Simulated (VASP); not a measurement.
# CdTe (F-43m) in VASP: single point with PBE

Aim: the single point of CdTe with PBE.

Program: VASP 6.6.1. These are calculated values, not measurements. Logs are shortened: lines on timing, memory, paths and dates and some standing lists are left out, and cuts for length are marked.

## 1. The cell of the first run

It takes space group F-43m (No. 216, cubic). Conventional cell: a = 6.619 Å, b = 6.619 Å, c = 6.619 Å, α = 90.00°, β = 90.00°, γ = 90.00°. Cd (site symmetry -43m) has 4 Te at 2.87 Å within 3.8 Å. Te (site symmetry -43m) has 4 Cd at 2.87 Å within 3.8 Å.

## 2. Single point, PBE

File INCAR:

```
SYSTEM = CdTe
PREC = Accurate
ENCUT = 520
EDIFF = 1E-7
ISMEAR = 0
SIGMA = 0.01
LREAL = Auto
LASPH = .True.
NELM = 100
ALGO = Normal
ISIF = 2
LWAVE = .False.
LCHARG = .False.
GGA = PE
NBANDS = 166
```

File KPOINTS:

```
Automatic mesh
0
Gamma
  2 2 2
  0.5 0.5 0.5
```

File POSCAR:

```
CdTe
1.0
   -6.6192623114      6.6192623114     -6.6192623114
    6.6192623114     -6.6192623114     -6.6192623114
   -6.6192623114     -6.6192623114      6.6192623114
Cd Te
16 16
Direct
    0.2500000000      0.7500000000      0.0000000000
    0.0000000000      0.7500000000      0.2500000000
    0.7500000000      0.7500000000      0.5000000000
    0.5000000000      0.5000000000      0.0000000000
    0.5000000000      0.7500000000      0.7500000000
    0.2500000000      0.5000000000      0.2500000000
    0.0000000000      0.5000000000      0.5000000000
    0.7500000000      0.2500000000      0.0000000000
    0.7500000000      0.5000000000      0.7500000000
    0.5000000000      0.2500000000      0.2500000000
    0.2500000000      0.2500000000      0.5000000000
    0.0000000000      0.0000000000      0.0000000000
    0.0000000000      0.2500000000      0.7500000000
    0.7500000000      0.0000000000      0.2500000000
    0.5000000000      0.0000000000      0.5000000000
    0.2500000000      0.0000000000      0.7500000000
    0.0000000000      0.5000000000      0.7500000000
    0.7500000000      0.5000000000      0.0000000000
    0.5000000000      0.5000000000      0.2500000000
    0.2500000000      0.2500000000      0.7500000000
    0.2500000000      0.5000000000      0.5000000000
    0.0000000000      0.2500000000      0.0000000000
    0.7500000000      0.2500000000      0.2500000000
    0.5000000000      0.0000000000      0.7500000000
    0.5000000000      0.2500000000      0.5000000000
    0.2500000000      0.0000000000      0.0000000000
    0.0000000000      0.0000000000      0.2500000000
    0.7500000000      0.7500000000      0.7500000000
    0.7500000000      0.0000000000      0.5000000000
    0.5000000000      0.7500000000      0.0000000000
    0.2500000000      0.7500000000      0.2500000000
    0.0000000000      0.7500000000      0.5000000000
```

Potentials or basis: VASP PAW PBE potentials, release 64 (Cd, Te).

Started as:

```console
> cat potpaw_PBE.64/Cd/POTCAR potpaw_PBE.64/Te/POTCAR > POTCAR
> mpirun -np 1 vasp_std > vasp.out
```

OUTCAR:

```text
SYSTEM = CdTe
   PREC = Accurate
   ENCUT = 520
   EDIFF = 1E-7
   ISMEAR = 0
   LREAL = Auto
   LASPH = .True.
   NELM = 100
   ISIF = 2
   GGA = PE

 ion  position               nearest neighbor table
   1  0.250  0.750  0.000-  17 2.87  26 2.87  30 2.87  31 2.87
   2  0.000  0.750  0.250-  18 2.87  27 2.87  31 2.87  32 2.87
   3  0.750  0.750  0.500-  19 2.87  28 2.87  29 2.87  32 2.87
   4  0.500  0.500  0.000-  18 2.87  19 2.87  20 2.87  30 2.87
   5  0.500  0.750  0.750-  21 2.87  24 2.87  28 2.87  30 2.87
   6  0.250  0.500  0.250-  19 2.87  21 2.87  22 2.87  31 2.87
[... 24 lines left out ...]
  31  0.250  0.750  0.250-   1 2.87   2 2.87   6 2.87  15 2.87
  32  0.000  0.750  0.500-   2 2.87   3 2.87   7 2.87  16 2.87

  LATTYP: Found a body centered cubic cell.
 ALAT       =    13.2385246228

  Lattice vectors:

 A1 = (  -6.6192623114,   6.6192623114,  -6.6192623114)
 A2 = (   6.6192623114,  -6.6192623114,  -6.6192623114)
 A3 = (  -6.6192623114,  -6.6192623114,   6.6192623114)

Analysis of symmetry for initial positions (statically):
=====================================================================
 Subroutine PRICEL returns following result:

  LATTYP: Found a face centered cubic cell.
 ALAT       =     6.6192623114

  Lattice vectors:

 A1 = (   3.3096311557,  -3.3096311557,   0.0000000000)
 A2 = (   3.3096311557,   0.0000000000,   3.3096311557)
 A3 = (  -0.0000000000,  -3.3096311557,   3.3096311557)

  16 primitive cells build up your supercell.

 Routine SETGRP: Setting up the symmetry group for a
 body centered cubic supercell.

 Subroutine GETGRP returns: Found 24 space group operations
 (whereof 24 operations were pure point group operations)
 out of a pool of 48 trial point group operations.

The static configuration has the point symmetry T_d .

Analysis of symmetry for dynamics (positions and initial velocities):
=====================================================================
 Subroutine PRICEL returns following result:

  LATTYP: Found a face centered cubic cell.
 ALAT       =     6.6192623114

  Lattice vectors:

 A1 = (   3.3096311557,  -3.3096311557,   0.0000000000)
 A2 = (   3.3096311557,   0.0000000000,   3.3096311557)
 A3 = (  -0.0000000000,  -3.3096311557,   3.3096311557)

  16 primitive cells build up your supercell.

 Routine SETGRP: Setting up the symmetry group for a
 body centered cubic supercell.

 Subroutine GETGRP returns: Found 24 space group operations
 (whereof 24 operations were pure point group operations)
 out of a pool of 48 trial point group operations.

The dynamic configuration has the point symmetry T_d .

 Subroutine INISYM returns: Found 24 space group operations
 (whereof 24 operations are pure point group operations),
 and found    16 'primitive' translations

----------------------------------------------------------------------------------------

                                     Primitive cell

  volume of cell :      72.5051

  direct lattice vectors                    reciprocal lattice vectors
     3.309631156 -3.309631156  0.000000000     0.151074237 -0.151074237 -0.151074237
     3.309631156  0.000000000  3.309631156     0.151074237  0.151074237  0.151074237
    -0.000000000 -3.309631156  3.309631156    -0.151074237 -0.151074237  0.151074237

  length of vectors
     4.680525267  4.680525267  4.680525267     0.261668253  0.261668253  0.261668253

  position of ions in fractional coordinates (direct lattice)
     0.000000000  1.000000000  1.000000000
     0.750000000  0.750000000  0.750000000

  ion indices of the primitive-cell ions
   primitive index   ion index
                 1           1
                 2          30

----------------------------------------------------------------------------------------

 KPOINTS: Automatic mesh

Automatic generation of k-mesh.
 Grid dimensions read from file:
 generate k-points for:    2    2    2

 Generating k-lattice:

  Cartesian coordinates                     Fractional coordinates (reciprocal lattice)
    -0.037768559  0.000000000 -0.037768559     0.500000000  0.000000000  0.000000000
     0.000000000 -0.037768559 -0.037768559     0.000000000  0.500000000  0.000000000
    -0.037768559 -0.037768559  0.000000000     0.000000000  0.000000000  0.500000000

  Length of vectors
     0.053412809  0.053412809  0.053412809

  Shift w.r.t. Gamma in fractional coordinates (k-lattice)
     0.500000000  0.500000000  0.500000000

 Subroutine IBZKPT returns following result:
 ===========================================

 Found      2 irreducible k-points:

 Following reciprocal coordinates:
            Coordinates               Weight
  0.250000  0.250000  0.250000      2.000000
 -0.250000  0.250000  0.250000      6.000000
   k-points           NKPTS =      2   k-points in BZ     NKDIM =      2   number of bands    NBANDS=    166
   number of dos      NEDOS =    301   number of ions     NIONS =     32
   total plane-waves  NPLWV = 729000
   dimension x,y,z NGX =    90 NGY =   90 NGZ =   90
   dimension x,y,z NGXF=   180 NGYF=  180 NGZF=  180
   ions per type =              16  16
   NGX,Y,Z   is equivalent  to a cutoff of  13.05, 13.05, 13.05 a.u.
   NGXF,Y,Z  is equivalent  to a cutoff of  26.10, 26.10, 26.10 a.u.
 SYSTEM =  CdTe
   PREC   = accura    normal or accurate (medium, high low for compatibility)
   ISTART =      0    job   : 0-new  1-cont  2-samecut
   ICHARG =      2    charge: 1-file 2-atom 10-const
   ISPIN  =      1    spin polarized calculation?
   LNONCOLLINEAR =      F non collinear calculations
   LSORBIT =      F    spin-orbit coupling
   LASPH  =      T    aspherical Exc in radial PAW
   ENCUT  =  520.0 eV  38.22 Ry    6.18 a.u.  21.32 21.32 21.32*2*pi/ulx,y,z
   NELM   =    100;   NELMIN=  2; NELMDL= -5     # of ELM steps
   EDIFF  = 0.1E-06   stopping-criterion for ELM
   LREAL  =      T    real-space projection
   EDIFFG = 0.1E-05   stopping-criterion for IOM
   NSW    =      0    number of steps for IOM
   IBRION =     -1    ionic relax: 0-MD 1-quasi-New 2-CG
   NFREE  =      0    steps in history (QN), initial steepest desc. (CG)
   ISIF   =      2    stress and relaxation
   ISYM   =      2    0-nonsym 1-usesym 2-fastsym
   POTIM  = 0.5000    time-step for ionic-motion
   TEBEG  =    0.0;   TEEND  =   0.0 temperature during run
   PSTRESS=    0.0 pullay stress
   NELECT =     288.0000    total number of electrons
   NUPDOWN=      -1.0000    fix difference up-down
   EMIN   =  10.00;   EMAX   =-10.00  energy-range for DOS
   EFERMI =   0.00;   METHOD = LEGACY
   ISMEAR =     0;   SIGMA  =   0.01  broadening in eV -4-tet -1-fermi 0-gaus
   EFERMI_NEDOS =   21; number of points for ismear=-14 and -15
   IALGO  =     38    algorithm
   IMIX   =      4    mixing-type and parameters
     AMIX     =   0.40;   BMIX     =  1.00
     AMIX_MAG =   1.60;   BMIX_MAG =  1.00
  volume/ion in A,a.u.               =      36.25       244.64
  Fermi-wavevector in a.u.,A,eV,Ry     =   1.028907  1.944352 14.403799  1.058649
  Thomas-Fermi vector in A             =   2.162927
   LORBIT       =      0    0 simple, 1 ext, 2 COOP (PROOUT), +10 PAW based schemes
   GGA     = PE    functional components
   LHFCALC =     F    Hartree Fock is set to
   AEXX    =    0.0000 exact exchange contribution
   IVDW    =     0    specifies the selected vdW correction
   LEPSILON=     F    determine dielectric tensor
   LRPA    =     F    only Hartree local field effects (RPA)
 non-spin polarized calculation
 Gauss-broadening in eV      SIGMA  =   0.01
  energy-cutoff  :      520.00
  volume of cell :     1160.08
 maximum number of plane-waves:     31245
 NGX is ok and might be reduce to    90
   NGX = 43   NGY = 43   NGZ = 43

 number of electron     287.9999963 magnetization

 Free energy of the ion-electron system (eV)
  ---------------------------------------------------
  ext. energy  EPLUGINS =         0.00000000
  ---------------------------------------------------
  free energy    TOTEN  =       -77.04938886 eV

  energy without entropy =      -77.04938886  energy(sigma->0) =      -77.04938886

 E-fermi :   1.5412     XC(G=0):  -8.3069

 val. band max:        1.4662650427   @ k =  -0.2500   0.2500   0.2500
 cond. band min:       3.6393206519   @ k =  -0.2500   0.2500   0.2500
 fundamental gap:      2.1730556092
 Fermi energy:         1.5412191277

 k-point     1 :       0.2500    0.2500    0.2500
  band No.  band energies     occupation
      1      -8.8679      2.00000
      2      -8.8679      2.00000
      3      -8.8679      2.00000
      4      -8.8679      2.00000
      5      -8.6486      2.00000
      6      -8.6486      2.00000
[... 148 lines left out ...]
    155       4.7270      0.00000
    156       4.7270      0.00000

 k-point     2 :      -0.2500    0.2500    0.2500
  band No.  band energies     occupation
      1      -8.9724      2.00000
      2      -8.7795      2.00000
      3      -8.7795      2.00000
      4      -8.7795      2.00000
      5      -8.7795      2.00000
      6      -8.7008      2.00000
[... 148 lines left out ...]
    155       4.8338      0.00000
    156       5.0357      0.00000
 [bands above 156 left out]

------------------------ aborting loop because EDIFF is reached ----------------------------------------

  FORCE on cell =-STRESS in cart. coord.  units (eV):
  Direction    XX          YY          ZZ          XY          YZ          ZX
  --------------------------------------------------------------------------------------
  -------------------------------------------------------------------------------------
  Total        0.7660599      0.7660599      0.7660599     -0.0000000      0.0000000      0.0000000
  in kB        1.0579973      1.0579973      1.0579973     -0.0000000      0.0000000      0.0000000
  external PRESSURE =       1.0579973 kB  Pullay stress =       0.0000000 kB

 VOLUME and BASIS-vectors are now :
 -----------------------------------------------------------------------------
  energy-cutoff  :      520.00
  volume of cell :     1160.08
      direct lattice vectors                 reciprocal lattice vectors
    -6.619262311  6.619262311 -6.619262311    -0.075537118  0.000000000 -0.075537118
     6.619262311 -6.619262311 -6.619262311     0.000000000 -0.075537118 -0.075537118
    -6.619262311 -6.619262311  6.619262311    -0.075537118 -0.075537118  0.000000000

 POSITION                                       TOTAL-FORCE (eV/Angst)
 -----------------------------------------------------------------------------------
      3.30963     -3.30963     -6.61926         0.000000     -0.000000     -0.000000
      3.30963     -6.61926     -3.30963        -0.000000     -0.000000      0.000000
     -3.30963     -3.30963     -6.61926         0.000000      0.000000     -0.000000
      0.00000      0.00000     -6.61926         0.000000     -0.000000      0.000000
     -3.30963     -6.61926     -3.30963         0.000000      0.000000     -0.000000
      0.00000     -3.30963     -3.30963        -0.000000      0.000000      0.000000
[... 24 lines left out ...]
      1.65482     -4.96445     -4.96445        -0.000000     -0.000000      0.000000
      1.65482     -8.27408     -1.65482        -0.000000     -0.000000      0.000000
 -----------------------------------------------------------------------------------
    total drift:                               -0.000047     -0.000047     -0.000046

  FREE ENERGIE OF THE ION-ELECTRON SYSTEM (eV)
  ---------------------------------------------------
  free  energy   TOTEN  =       -77.0493888632 eV

  energy  without entropy=      -77.0493888632  energy(sigma->0) =      -77.04938886
```

Wall time 34 min (1 thread of Oxide Virtual Turin-like, shared host); peak memory 1.4 GiB.

What came out:

- Free energy: -77.0494 eV
- Pressure: 0.1 GPa
- Band gap on the k mesh: 2.17 eV

Levels at points of the mesh, in eV from the valence-band top:
```csv
k point,band 142,band 143,band 144,band 145,band 146,band 147
"(0.25, 0.25, 0.25)",-0.05,-0.05,-0.05,2.21,2.21,2.21
```

Caveat: spin-orbit coupling is left out, which moves the levels of the heavy elements; a shifted mesh leaves out Γ, where band edges can lie. A k mesh can miss the band edges.
